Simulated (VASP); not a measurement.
# NaI (Fm-3m) in VASP: notebook

NaI is run at these levels: PBEsol; tasks: single point.

All numbers are computed with VASP 6.6.1; they aren't measurements. Logs are shortened: lines on timing, memory, paths and dates and some standing lists are left out, and cuts for length are marked.

## 1. The cell of the first run

Symmetry: Fm-3m, No. 225, cubic system. The conventional cell has a = 6.473 Å, b = 6.473 Å, c = 6.473 Å, α = 90.00°, β = 90.00°, γ = 90.00°. Within 4.3 Å of Na (site symmetry m-3m) lie 6 I at 3.24 Å. I (site symmetry m-3m) has 6 Na at 3.24 Å within 4.3 Å.

## 2. Single point, PBEsol

The input, INCAR:

```
PREC = Accurate
ENCUT = 520
EDIFF = 1E-6
ISMEAR = 0
SIGMA = 0.05
LREAL = False
LASPH = True
NELM = 80
ALGO = Normal
ISIF = 2
LWAVE = False
LCHARG = False
GGA = PS
NBANDS = 14
```

The input, KPOINTS:

```
regular mesh
0
Gamma
  10 10 10
```

The input, POSCAR:

```
NaI
1.0
    0.0000000000      3.2364007687      3.2364007687
    3.2364007687      0.0000000000      3.2364007687
    3.2364007687      3.2364007687      0.0000000000
Na I
1 1
Direct
    0.0000000000      0.0000000000      0.0000000000
    0.5000000000      0.5000000000      0.5000000000
```

Potentials or basis: VASP PAW PBE potentials, release 64 (Na_pv, I).

Launch:

```bash
$ cat potpaw_PBE.64/Na_pv/POTCAR potpaw_PBE.64/I/POTCAR > POTCAR
$ mpirun -np 1 vasp_std > vasp.out
```

OUTCAR:

```text
PREC = Accurate
   ENCUT = 520
   EDIFF = 1E-6
   ISMEAR = 0
   LREAL = False
   LASPH = True
   NELM = 80
   ISIF = 2
   GGA = PS

 ion  position               nearest neighbor table
   1  0.000  0.000  0.000-
   2  0.500  0.500  0.500-

  LATTYP: Found a face centered cubic cell.
 ALAT       =     6.4728015374

  Lattice vectors:

 A1 = (   0.0000000000,   3.2364007687,   3.2364007687)
 A2 = (   3.2364007687,   0.0000000000,   3.2364007687)
 A3 = (   3.2364007687,   3.2364007687,   0.0000000000)

Analysis of symmetry for initial positions (statically):
=====================================================================
 Subroutine PRICEL returns:
 Original cell was already a primitive cell.

 Routine SETGRP: Setting up the symmetry group for a
 face centered cubic supercell.

 Subroutine GETGRP returns: Found 48 space group operations
 (whereof 48 operations were pure point group operations)
 out of a pool of 48 trial point group operations.

The static configuration has the point symmetry O_h .

Analysis of symmetry for dynamics (positions and initial velocities):
=====================================================================
 Subroutine PRICEL returns:
 Original cell was already a primitive cell.

 Routine SETGRP: Setting up the symmetry group for a
 face centered cubic supercell.

 Subroutine GETGRP returns: Found 48 space group operations
 (whereof 48 operations were pure point group operations)
 out of a pool of 48 trial point group operations.

The dynamic configuration has the point symmetry O_h .

 Subroutine INISYM returns: Found 48 space group operations
 (whereof 48 operations are pure point group operations),
 and found     1 'primitive' translations

----------------------------------------------------------------------------------------

                                     Primitive cell

  volume of cell :      67.7980

  direct lattice vectors                    reciprocal lattice vectors
     0.000000000  3.236400769  3.236400769    -0.154492609  0.154492609  0.154492609
     3.236400769  0.000000000  3.236400769     0.154492609 -0.154492609  0.154492609
     3.236400769  3.236400769  0.000000000     0.154492609  0.154492609 -0.154492609

  length of vectors
     4.576961860  4.576961860  4.576961860     0.267589049  0.267589049  0.267589049

  position of ions in fractional coordinates (direct lattice)
     0.000000000  0.000000000  0.000000000
     0.500000000  0.500000000  0.500000000

  ion indices of the primitive-cell ions
   primitive index   ion index
                 1           1
                 2           2

----------------------------------------------------------------------------------------

 KPOINTS: regular mesh

Automatic generation of k-mesh.
 Grid dimensions read from file:
 generate k-points for:   10   10   10

 Generating k-lattice:

  Cartesian coordinates                     Fractional coordinates (reciprocal lattice)
    -0.015449261  0.015449261  0.015449261     0.100000000  0.000000000  0.000000000
     0.015449261 -0.015449261  0.015449261     0.000000000  0.100000000  0.000000000
     0.015449261  0.015449261 -0.015449261     0.000000000  0.000000000  0.100000000

  Length of vectors
     0.026758905  0.026758905  0.026758905

  Shift w.r.t. Gamma in fractional coordinates (k-lattice)
     0.000000000  0.000000000  0.000000000

 Subroutine IBZKPT returns following result:
 ===========================================

 Found     47 irreducible k-points:

 Following reciprocal coordinates:
            Coordinates               Weight
  0.000000  0.000000  0.000000      1.000000
  0.100000  0.000000  0.000000      8.000000
  0.200000  0.000000  0.000000      8.000000
  0.300000  0.000000  0.000000      8.000000
  0.400000  0.000000  0.000000      8.000000
  0.500000  0.000000  0.000000      4.000000
[... 16 lines left out ...]
  0.300000  0.300000  0.000000      6.000000
  0.400000  0.300000  0.000000     24.000000
 [... further k-points ...]
   k-points           NKPTS =     47   k-points in BZ     NKDIM =     47   number of bands    NBANDS=     14
   number of dos      NEDOS =    301   number of ions     NIONS =      2
   total plane-waves  NPLWV =  46656
   dimension x,y,z NGX =    36 NGY =   36 NGZ =   36
   dimension x,y,z NGXF=    72 NGYF=   72 NGZF=   72
   ions per type =               1   1
   NGX,Y,Z   is equivalent  to a cutoff of  13.08, 13.08, 13.08 a.u.
   NGXF,Y,Z  is equivalent  to a cutoff of  26.15, 26.15, 26.15 a.u.
 SYSTEM =  unknown system
   PREC   = accura    normal or accurate (medium, high low for compatibility)
   ISTART =      0    job   : 0-new  1-cont  2-samecut
   ICHARG =      2    charge: 1-file 2-atom 10-const
   ISPIN  =      1    spin polarized calculation?
   LNONCOLLINEAR =      F non collinear calculations
   LSORBIT =      F    spin-orbit coupling
   LASPH  =      T    aspherical Exc in radial PAW
   ENCUT  =  520.0 eV  38.22 Ry    6.18 a.u.   8.51  8.51  8.51*2*pi/ulx,y,z
   NELM   =     80;   NELMIN=  2; NELMDL= -5     # of ELM steps
   EDIFF  = 0.1E-05   stopping-criterion for ELM
   LREAL  =      F    real-space projection
   EDIFFG = 0.1E-04   stopping-criterion for IOM
   NSW    =      0    number of steps for IOM
   IBRION =     -1    ionic relax: 0-MD 1-quasi-New 2-CG
   NFREE  =      0    steps in history (QN), initial steepest desc. (CG)
   ISIF   =      2    stress and relaxation
   ISYM   =      2    0-nonsym 1-usesym 2-fastsym
   POTIM  = 0.5000    time-step for ionic-motion
   TEBEG  =    0.0;   TEEND  =   0.0 temperature during run
   PSTRESS=    0.0 pullay stress
   NELECT =      14.0000    total number of electrons
   NUPDOWN=      -1.0000    fix difference up-down
   EMIN   =  10.00;   EMAX   =-10.00  energy-range for DOS
   EFERMI =   0.00;   METHOD = LEGACY
   ISMEAR =     0;   SIGMA  =   0.05  broadening in eV -4-tet -1-fermi 0-gaus
   EFERMI_NEDOS =   21; number of points for ismear=-14 and -15
   IALGO  =     38    algorithm
   IMIX   =      4    mixing-type and parameters
     AMIX     =   0.40;   BMIX     =  1.00
     AMIX_MAG =   1.60;   BMIX_MAG =  1.00
  volume/ion in A,a.u.               =      33.90       228.76
  Fermi-wavevector in a.u.,A,eV,Ry     =   0.967636  1.828566 12.739391  0.936319
  Thomas-Fermi vector in A             =   2.097538
   LORBIT       =      0    0 simple, 1 ext, 2 COOP (PROOUT), +10 PAW based schemes
   GGA     = PS    functional components
   LHFCALC =     F    Hartree Fock is set to
   AEXX    =    0.0000 exact exchange contribution
   IVDW    =     0    specifies the selected vdW correction
   LEPSILON=     F    determine dielectric tensor
   LRPA    =     F    only Hartree local field effects (RPA)
 non-spin polarized calculation
 Gauss-broadening in eV      SIGMA  =   0.05
  energy-cutoff  :      520.00
  volume of cell :       67.80
 maximum number of plane-waves:      1850
 NGX is ok and might be reduce to    36
   NGX = 17   NGY = 17   NGZ = 17

 number of electron      13.9999993 magnetization

 Free energy of the ion-electron system (eV)
  ---------------------------------------------------
  ext. energy  EPLUGINS =         0.00000000
  ---------------------------------------------------
  free energy    TOTEN  =        -5.66685727 eV

  energy without entropy =       -5.66685727  energy(sigma->0) =       -5.66685727

 E-fermi :   0.9828     XC(G=0):  -7.8449

 val. band max:        0.7171720601   @ k =   0.0000   0.0000   0.0000
 cond. band min:       4.2234097971   @ k =   0.0000   0.0000   0.0000
 fundamental gap:      3.5062377370
 Fermi energy:         0.9828373523

 k-point     1 :       0.0000    0.0000    0.0000
  band No.  band energies     occupation
      1     -21.5274      2.00000
      2     -21.5274      2.00000
      3     -21.5274      2.00000
      4     -10.3398      2.00000
      5       0.7172      2.00000
      6       0.7172      2.00000
      7       0.7172      2.00000
      8       4.2234      0.00000
      9       8.5631      0.00000
     10       8.5631      0.00000
     11       8.5631      0.00000
     12      10.4341      0.00000
     13      10.4341      0.00000
     14      10.9538      0.00000

 k-point     2 :       0.1000    0.0000    0.0000
  band No.  band energies     occupation
      1     -21.5280      2.00000
      2     -21.5275      2.00000
      3     -21.5275      2.00000
      4     -10.3116      2.00000
      5       0.3949      2.00000
      6       0.6875      2.00000
      7       0.6875      2.00000
      8       4.5853      0.00000
      9       8.2770      0.00000
     10       8.6720      0.00000
     11       8.6720      0.00000
     12      10.0949      0.00000
     13      10.0949      0.00000
     14      11.4617      0.00000

 k-point     3 :       0.2000    0.0000    0.0000
  band No.  band energies     occupation
      1     -21.5294      2.00000
      2     -21.5276      2.00000
      3     -21.5276      2.00000
      4     -10.2361      2.00000
      5      -0.2655      2.00000
      6       0.6125      2.00000
      7       0.6125      2.00000
      8       5.2650      0.00000
      9       8.0221      0.00000
     10       8.7332      0.00000
     11       8.7332      0.00000
     12       9.9463      0.00000
     13       9.9463      0.00000
     14      11.2769      0.00000

 k-point     4 :       0.3000    0.0000    0.0000
  band No.  band energies     occupation
      1     -21.5311      2.00000
      2     -21.5277      2.00000
      3     -21.5277      2.00000
      4     -10.1385      2.00000
      5      -0.9030      2.00000
      6       0.5244      2.00000
      7       0.5244      2.00000
      8       5.6474      0.00000
      9       8.3844      0.00000
     10       8.4491      0.00000
     11       8.4491      0.00000
     12      10.6024      0.00000
     13      10.6024      0.00000
     14      10.8504      0.00000

 k-point     5 :       0.4000    0.0000    0.0000
  band No.  band energies     occupation
      1     -21.5325      2.00000
      2     -21.5278      2.00000
      3     -21.5278      2.00000
      4     -10.0559      2.00000
      5      -1.3432      2.00000
      6       0.4566      2.00000
      7       0.4566      2.00000
      8       5.6835      0.00000
      9       8.1860      0.00000
     10       8.1860      0.00000
     11       9.1128      0.00000
[... 276 lines left out ...]
 k-point    22 :      -0.2000    0.2000    0.0000
  band No.  band energies     occupation
      1     -21.5307      2.00000
      2     -21.5287      2.00000
      3     -21.5276      2.00000
      4     -10.1080      2.00000
      5      -0.8030      2.00000
      6       0.0411      2.00000
      7       0.5385      2.00000
      8       6.3950      0.00000
      9       7.7488      0.00000
     10       7.8908      0.00000
     11       8.7844      0.00000
     12       9.6148      0.00000
     13      12.0915      0.00000
     14      12.8996      0.00000

 k-point    23 :       0.3000    0.3000    0.0000
  band No.  band energies     occupation
      1     -21.5303      2.00000
      2     -21.5286      2.00000
      3     -21.5286      2.00000
      4     -10.0826      2.00000
      5      -0.7796      2.00000
      6       0.1932      2.00000
      7       0.1932      2.00000
      8       5.8596      0.00000
      9       6.6584      0.00000
     10       8.4661      0.00000
     11      10.3061      0.00000
     12      10.3061      0.00000
     13      11.4000      0.00000
     14      14.2458      0.00000

 k-point    24 :       0.4000    0.3000    0.0000
  band No.  band energies     occupation
      1     -21.5310      2.00000
      2     -21.5289      2.00000
      3     -21.5287      2.00000
      4     -10.0219      2.00000
      5      -0.9888      2.00000
      6       0.0189      2.00000
      7       0.1164      2.00000
      8       5.7770      0.00000
      9       6.6146      0.00000
     10       8.7389      0.00000
     11      10.2624      0.00000
     12      11.0101      0.00000
     13      12.2403      0.00000
     14      14.3269      0.00000

 [... further k-points ...]
[... 5 lines left out ...]
  --------------------------------------------------------------------------------------
  -------------------------------------------------------------------------------------
  Total       -0.2017733     -0.2017733     -0.2017733      0.0000000      0.0000000      0.0000000
  in kB       -4.7682334     -4.7682334     -4.7682334      0.0000000      0.0000000      0.0000000
  external PRESSURE =      -4.7682334 kB  Pullay stress =       0.0000000 kB

 VOLUME and BASIS-vectors are now :
 -----------------------------------------------------------------------------
  energy-cutoff  :      520.00
  volume of cell :       67.80
      direct lattice vectors                 reciprocal lattice vectors
     0.000000000  3.236400769  3.236400769    -0.154492609  0.154492609  0.154492609
     3.236400769  0.000000000  3.236400769     0.154492609 -0.154492609  0.154492609
     3.236400769  3.236400769  0.000000000     0.154492609  0.154492609 -0.154492609

 POSITION                                       TOTAL-FORCE (eV/Angst)
 -----------------------------------------------------------------------------------
      0.00000      0.00000      0.00000         0.000000      0.000000     -0.000000
      3.23640      3.23640      3.23640         0.000000      0.000000      0.000000
 -----------------------------------------------------------------------------------
    total drift:                                0.000000      0.000000      0.000000

  FREE ENERGIE OF THE ION-ELECTRON SYSTEM (eV)
  ---------------------------------------------------
  free  energy   TOTEN  =        -5.6668572701 eV

  energy  without entropy=       -5.6668572701  energy(sigma->0) =       -5.66685727
```

Wall time 45 s (1 thread of Oxide Virtual Turin-like, shared host); peak memory 0.19 GiB.

What came out:

| Property | Result |
| --- | --- |
| Free energy | -5.6669 eV |
| Pressure | -0.5 GPa |
| Band gap on the k mesh | 3.51 eV, direct |

Levels at points of the mesh, in eV from the valence-band top:
```tsv
k point	band 4	band 5	band 6	band 7	band 8	band 9	band 10	band 11
(0.00, 0.00, 0.00)	-11.06	0.00	0.00	0.00	3.51	7.85	7.85	7.85
(0.50, 0.00, 0.00)	-10.74	-2.22	-0.29	-0.29	4.95	7.37	7.37	8.70
(0.50, 0.50, 0.00)	-10.66	-1.94	-0.76	-0.76	4.44	5.42	9.71	11.20
```

Caveat: the PAW data sets were made with another functional, which shifts forces and pressure a little; spin-orbit coupling is left out, which moves the levels of the heavy elements. A k mesh can miss the band edges.

(Continued in part 2 of 2.)
